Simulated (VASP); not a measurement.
**CuI: vibrations by perturbation theory with LDA**

Crystal: CuI.

```
CELL_PARAMETERS angstrom
0.00000 2.64610 2.64610
2.64610 0.00000 2.64610
2.64610 2.64610 0.00000
ATOMIC_POSITIONS crystal
Cu 0.00000 0.00000 0.00000
I 0.50000 0.50000 0.50000
```

```json
{
  "Program": "VASP 6.6.1",
  "Task": "vibrations by perturbation theory",
  "Functional": "LDA",
  "Potentials or basis": "VASP PAW LDA potentials, release 64 (Cu, I)",
  "Cutoff": "520 eV",
  "k mesh": "14 × 14 × 14",
  "Occupations": "fermi-dirac, width 0.15 eV",
  "Spin": "no spin polarisation",
  "Dipole correction": "no",
  "Further INCAR settings": "ALGO = Normal; EDIFF = 1e-08; NBANDS = 16; IBRION = 8; NSW = 1"
}
```

* Highest phonon frequency at Γ, LO-TO splitting left out: 129 cm⁻¹

Phonon frequencies in cm⁻¹ (negative: imaginary):
```
              q point        frequencies
(0.000, 0.000, 0.000)  0 0 0 129 129 129
```

Wall time 6.6 min on 1 thread of Intel(R) Xeon(R) Platinum 8488C (Sapphire Rapids) (shared host), peak memory 0.41 GiB.

Caveat: the cell stands under pressure or tension, which shifts response properties.
